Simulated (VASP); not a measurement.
Input of a VASP 6.6.1 run:

Contents of INCAR:

```
PREC     = Accurate       # precision mode
ENCUT    = 520            # plane-wave cutoff, eV
EDIFF    = 1E-6           # SCF threshold, eV
ISMEAR   = -1             # smearing method
SIGMA    = 0.05           # smearing width, eV
LREAL    = F              # projectors in reciprocal space
LASPH    = T              # aspherical terms in the spheres
NELM     = 80             # most SCF steps
ALGO     = Normal         # electronic algorithm
ISIF     = 2              # what is computed and relaxed
LWAVE    = F              # write WAVECAR
LCHARG   = F              # write CHGCAR
GGA      = PE             # functional
NBANDS   = 12             # bands
```

Contents of KPOINTS:

```
Automatic mesh
0
Gamma
  8 8 8
```

Contents of POSCAR:

```
Sb
1.0
    2.0014243840      1.1555229069      3.4654327792
   -2.0014243840      1.1555229069      3.4654327792
    0.0000000000     -2.3110458138      3.4654327792
Sb
2
Direct
    0.7500000348      0.7500000348      0.7500000348
    0.2499999652      0.2499999652      0.2499999652
```

Potentials or basis: VASP PAW PBE potentials, release 64 (Sb).

The run is started by

```bash
$ cat potpaw_PBE.64/Sb/POTCAR > POTCAR
$ mpirun -np 1 vasp_std > vasp.out
```

Problem. Predict the pressure.

Solution. 20.3 GPa.

Problem. What does it give for the band gap on the k mesh?

Solution. Zero (band 5 reaches 10.54 eV, above the bottom of band 6 at 9.31 eV).

Caveat: spin-orbit coupling is left out, which moves the levels of the heavy elements.
